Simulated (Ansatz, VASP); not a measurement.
**Sb in VASP and in Ansatz**

```xyz
2
Lattice="3.2174 0.0000 0.0000 -1.6087 3.0489 0.0000 0.0000 0.0000 5.3300" Properties=species:S:1:pos:R:3 pbc="T T T"
Sb    0.0000    2.0326    1.3325
Sb    1.6087    1.0163    3.9975
```

Change from the starting cell: strain -0.0450 x Voigt [1, -1, 0, 0, 0, 0], atoms carried along.

Alike in both runs: task single point; functional PBEsol; k mesh 18 × 18 × 10; occupations gaussian, width 0.15 eV; no spin polarisation.

```csv
,VASP,Ansatz
version,VASP 6.6.1,Ansatz 0.2.0
potentials or method,"VASP PAW PBE potentials, release 64 (Sb), cutoff 520 eV","scalar-relativistic, plane waves, PAW"
valence electrons in the cell,10,30
```

Ansatz gave:

```
gap on the k mesh at the Fermi level (eV)                     : none
pressure (GPa)                                                : 0.3
traceless stress, the component that is largest in VASP (GPa) : -0.82
rms of the force components (eV/Å)                            : 0.055
```

Q: What did VASP give for the same quantities?

A: gap on the k mesh at the Fermi level (eV): none; pressure (GPa): 0.3; traceless stress, the component that is largest in VASP (GPa): -0.84; rms of the force components (eV/Å): 0.055.

VASP's potentials were made for PBE, not for PBEsol. Atom by atom the forces differ by 0.001 eV/Å (rms over components). A gap of «none» marks a metal or a gap that the smearing closes. With one functional, cell and mesh, what is left measures potentials, basis and numerics. VASP's potentials hold 10 valence electrons a cell and Ansatz's 30, so a difference there can come from the potentials and not from the codes.

Spin-orbit coupling is off throughout.
